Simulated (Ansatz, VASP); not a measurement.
Cu3N in VASP and in Ansatz

```
Cu N
1.0
     3.78275    0.00000    0.00000
     0.00000    3.78275    0.00000
     0.00000    0.00000    3.78275
Cu N
3 1
Direct
  0.50000 0.00000 0.00000
  0.00000 0.50000 0.00000
  0.00000 0.00000 0.50000
  0.00000 0.00000 0.00000
```

Alike in both runs: functional PBE; dispersion D3(BJ); k mesh 10 × 10 × 10; occupations gaussian, width 0.01 eV; no spin polarisation.

Ansatz relaxed the structure, and its values are those at the end. VASP's run is a single point on that final structure, the one shown.

|  | VASP | Ansatz |
| --- | --- | --- |
| version | VASP 6.6.1 | Ansatz 0.2.0 |
| potentials or method | VASP PAW PBE potentials, release 64 (Cu, N), cutoff 600 eV | scalar-relativistic, plane waves, PAW |
| valence electrons in the cell | 38 | 62 |

VASP gave:

* gap on the k mesh at the Fermi level (eV): 0.13
* least direct gap on the mesh (eV): 0.68
* pressure (GPa): 0.7

**Question.** Estimate Ansatz's values.

**Answer.** gap on the k mesh at the Fermi level (eV): 0.11; least direct gap on the mesh (eV): 0.64; pressure (GPa): 0.0.

VASP's potentials hold 38 valence electrons a cell and Ansatz's 62, so a difference there can come from the potentials and not from the codes.
